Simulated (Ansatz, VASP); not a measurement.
## Ir in VASP and in Ansatz

```
CELL_PARAMETERS angstrom
2.75138 0.00000 0.00000
-1.37569 2.38276 0.00000
0.00000 0.00000 4.46229
ATOMIC_POSITIONS crystal
Ir 0.58489 0.33333 0.75000
Ir 0.33333 0.66667 0.25000
```

Alike in both runs: task single point; functional PBEsol; k mesh 18 × 18 × 12; occupations gaussian, width 0.15 eV; no spin polarisation.

```csv
,VASP,Ansatz
version,VASP 6.6.1,Ansatz 0.2.0
potentials or method,"VASP PAW PBE potentials, release 64 (Ir), cutoff 520 eV","scalar-relativistic, plane waves, PAW"
valence electrons in the cell,18,34
```

```tsv
	VASP	Ansatz	Ansatz less VASP
gap on the k mesh at the Fermi level (eV)	none	none	-
pressure (GPa)	-9.7	-10.4	-0.76
traceless stress, the component that is largest in VASP (GPa)	2.41	2.32	-0.091
rms of the force components (eV/Å)	0.566	0.564	-0.0021
```

VASP's potentials were made for PBE, not for PBEsol. Atom by atom the forces differ by 0.002 eV/Å (rms over components). A gap of «none» marks a metal or a gap that the smearing closes. With one functional, cell and mesh, what is left measures potentials, basis and numerics. VASP's potentials hold 18 valence electrons a cell and Ansatz's 34, so a difference there can come from the potentials and not from the codes.

Spin-orbit coupling is off throughout.
